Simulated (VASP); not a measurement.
Write the native input for VASP 6.6.1 that does the following.

```
Task                   : single point
Functional             : r2SCAN
Potentials or basis    : VASP PAW PBE potentials, release 64 (Yb, Os)
Cutoff                 : 520 eV
k mesh                 : 10 × 10 × 10
Occupations            : gaussian, width 0.05 eV
Spin                   : no spin polarisation
Dipole correction      : no
Further INCAR settings : ALGO = Normal; EDIFF = 1e-06; NBANDS = 23
```

Crystal: YbOs.

```xyz
2
Lattice="3.3716 0.0000 0.0000 0.0000 3.3716 0.0000 0.0000 0.0000 3.3716" Properties=species:S:1:pos:R:3 pbc="T T T"
Yb    0.0000    0.0000    0.0000
Os    1.6858    1.6858    1.6858
```

This cell differs from its parent crystal: volume scaled by 1.040.

The input as run:

POSCAR

```
YbOs
1.0
    3.3715550464      0.0000000000      0.0000000000
    0.0000000000      3.3715550464      0.0000000000
    0.0000000000      0.0000000000      3.3715550464
Yb Os
1 1
Direct
    0.0000000000      0.0000000000      0.0000000000
    0.5000000000      0.5000000000      0.5000000000
```

INCAR.step1

```
SYSTEM = YbOs
PREC     = Accurate       ! precision mode
ENCUT    = 520            ! plane-wave cutoff, eV
ISMEAR   = 0              ! smearing method
SIGMA    = 0.05           ! smearing width, eV
LREAL    = .FALSE.        ! projectors in reciprocal space
LASPH    = .TRUE.         ! aspherical terms in the spheres
NELM     = 100            ! most SCF steps
NBANDS   = 23             ! bands
GGA      = PE             ! functional
ALGO     = Normal         ! electronic algorithm
EDIFF    = 1E-4           ! SCF threshold, eV
LWAVE    = .TRUE.         ! write WAVECAR
LCHARG   = .FALSE.        ! write CHGCAR
```

INCAR.step2

```
SYSTEM = YbOs
PREC     = Accurate       ! precision mode
ENCUT    = 520            ! plane-wave cutoff, eV
EDIFF    = 1E-6           ! SCF threshold, eV
ISMEAR   = 0              ! smearing method
SIGMA    = 0.05           ! smearing width, eV
LREAL    = .FALSE.        ! projectors in reciprocal space
LASPH    = .TRUE.         ! aspherical terms in the spheres
NELM     = 100            ! most SCF steps
ALGO     = Normal         ! electronic algorithm
ISIF     = 2              ! what is computed and relaxed
LWAVE    = .FALSE.        ! write WAVECAR
LCHARG   = .FALSE.        ! write CHGCAR
METAGGA  = R2SCAN         ! meta-GGA
LMIXTAU  = .TRUE.       
NBANDS   = 23             ! bands
ISTART   = 1
```

KPOINTS

```
Automatic mesh
0
G
  10 10 10
  0 0 0
```

Potentials or basis: VASP PAW PBE potentials, release 64 (Yb, Os).

Command:

```bash
$ cat potpaw_PBE.64/Yb/POTCAR potpaw_PBE.64/Os/POTCAR > POTCAR
$ cp INCAR.step1 INCAR
$ mpirun -np 1 vasp_std > vasp.out
$ cp INCAR.step2 INCAR
$ mpirun -np 1 vasp_std > vasp.out
```

Results of the run:

```
Pressure               : -4.2 GPa
Band gap on the k mesh : zero (band 16 reaches 5.37 eV, above the bottom of band 17 at 3.60 eV)
```

Caveat: the PAW data sets were made with another functional, which shifts forces and pressure a little; spin-orbit coupling is left out, which moves the levels of the heavy elements; without U or exact exchange the open f shell lies at the Fermi level, which spoils levels, moments and volumes.

Run time: 2.7 min on 1 thread of Intel(R) Xeon(R) Platinum 8488C (Sapphire Rapids), on a shared host, peak memory 0.22 GiB.
